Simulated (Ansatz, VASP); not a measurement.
**SiO2 in VASP and in Ansatz**

The input INCAR:

```
  ALGO = Normal
  EDIFF = 1E-8
  ENCUT = 520
  GGA = PE
  ISIF = 2
  ISMEAR = -1
  LASPH = T
  LCHARG = F
  LEFG = T
  LREAL = F
  LWAVE = F
  NBANDS = 44
  NELM = 60
  PREC = Accurate
  SIGMA = 0.02
```

KPOINTS

```
k-points
0
Gamma
  5 5 4
```

File POSCAR:

```
SiO2
1.0
    4.9501000000      0.0000000000      0.0000000000
    0.0000000000      4.9501000000      0.0000000000
    0.0000000000      0.0000000000      6.9259000000
Si O
4 8
Direct
    0.3027000000      0.3027000000      0.0000000000
    0.1973000000      0.8027000000      0.2500000000
    0.6973000000      0.6973000000      0.5000000000
    0.8027000000      0.1973000000      0.7500000000
    0.2388000000      0.1086000000      0.1817000000
    0.3914000000      0.7388000000      0.4317000000
    0.7612000000      0.8914000000      0.6817000000
    0.6086000000      0.2612000000      0.9317000000
    0.7388000000      0.3914000000      0.5683000000
    0.8914000000      0.7612000000      0.3183000000
    0.2612000000      0.6086000000      0.0683000000
    0.1086000000      0.2388000000      0.8183000000
```

Input for Ansatz:

```yaml
crystal:
  lattice:
    - [4.9501, 0.0, 0.0]
    - [0.0, 4.9501, 0.0]
    - [0.0, 0.0, 6.9259]
  atoms:
    - { symbol: Si, position: [0.3027, 0.3027, 0.0] }
    - { symbol: Si, position: [0.1973, 0.8027, 0.25] }
    - { symbol: Si, position: [0.6973, 0.6973, 0.5] }
    - { symbol: Si, position: [0.8027, 0.1973, 0.75] }
    - { symbol: O, position: [0.2388, 0.1086, 0.1817] }
    - { symbol: O, position: [0.3914, 0.7388, 0.4317] }
    - { symbol: O, position: [0.7612, 0.8914, 0.6817] }
    - { symbol: O, position: [0.6086, 0.2612, 0.9317] }
    - { symbol: O, position: [0.7388, 0.3914, 0.5683] }
    - { symbol: O, position: [0.8914, 0.7612, 0.3183] }
    - { symbol: O, position: [0.2612, 0.6086, 0.0683] }
    - { symbol: O, position: [0.1086, 0.2388, 0.8183] }
kpoints:
  mp_grid: { grid: [5, 5, 4] }
scf:
  occupations: { method: fermi_dirac, width: 0.02 }
hamiltonian:
  xc: pbe
  pseudopotentials: { kind: paw, frozen_core: stored }
output:
  forces: true
  stress: true
  populations: true
  efg: { quadrupole_moments_barn: { O: -0.02558 } }
```

Alike in both runs: task electric field gradients; functional PBE; k mesh 5 × 5 × 4; occupations fermi-dirac, width 0.02 eV; no spin polarisation.

|  | VASP | Ansatz |
| --- | --- | --- |
| version | VASP 6.6.1 | Ansatz 0.2.0 |
| potentials or method | VASP PAW PBE potentials, release 64 (Si, O) | plane-wave PAW, scalar-relativistic |
| plane-wave cutoff (eV) | 520 | 420 |
| valence electrons in the cell | 64 | 64 |

Ansatz gave:

- gap on the k mesh at the Fermi level (eV): 5.78
- pressure (GPa): 6.7
- traceless stress, the component that is largest in VASP (GPa): -1.45
- rms of the force components (eV/Å): 0.287
- size of Vzz on the site where it differs most (V/Å²): 93.7

**Question.** Estimate VASP's values.

**Answer.** gap on the k mesh at the Fermi level (eV): 5.79; pressure (GPa): 6.8; traceless stress, the component that is largest in VASP (GPa): -1.51; rms of the force components (eV/Å): 0.286; size of Vzz on the site where it differs most (V/Å²): 86.3.

Atom by atom the forces differ by 0.007 eV/Å (rms over components).
